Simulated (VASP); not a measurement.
The system is MgO.

```xyz
2
Lattice="0.0000 2.0970 2.0970 2.0970 0.0000 2.0970 2.0970 2.0970 0.0000" Properties=species:S:1:pos:R:3 pbc="T T T"
Mg    0.0000    0.0000    0.0000
O     2.0970    2.0970    2.0970
```

| Quantity | Value |
| --- | --- |
| Program | VASP 6.6.1 |
| Task | relaxation of cell and atoms |
| Functional | PBE |
| Potentials or basis | VASP PAW PBE potentials, release 64 (Mg, O) |
| Cutoff | 600 eV |
| k mesh | 10 × 10 × 10 |
| Occupations | gaussian, width 0.02 eV |
| Spin | no spin polarisation |

At the start: pressure 5.9 GPa; volume 9.22 Å³/atom.

Question: How do energy, volume and symmetry change on relaxing?

Answer: Over 3 steps the energy falls by 6.1 meV/atom and the volume is 9.56 Å³/atom (+3.7 %); space group Fm-3m (No. 225, to 0.05 Å).

Step by step:
| step | energy change (eV) | largest force (eV/Å) | pressure (GPa) | volume (Å³) |
| --- | --- | --- | --- | --- |
| 1 | 0.0000 | 0.0000 | 5.90 | 18.44 |
| 2 | -0.0108 | 0.0000 | -1.82 | 19.36 |
| 3 | -0.0122 | 0.0000 | 0.00 | 19.13 |

Final structure:
```
Mg O
1.0
     0.00000    2.12256    2.12256
     2.12256    0.00000    2.12256
     2.12256    2.12256    0.00000
Mg O
1 1
Direct
  0.00000 0.00000 0.00000
  0.50000 0.50000 0.50000
```
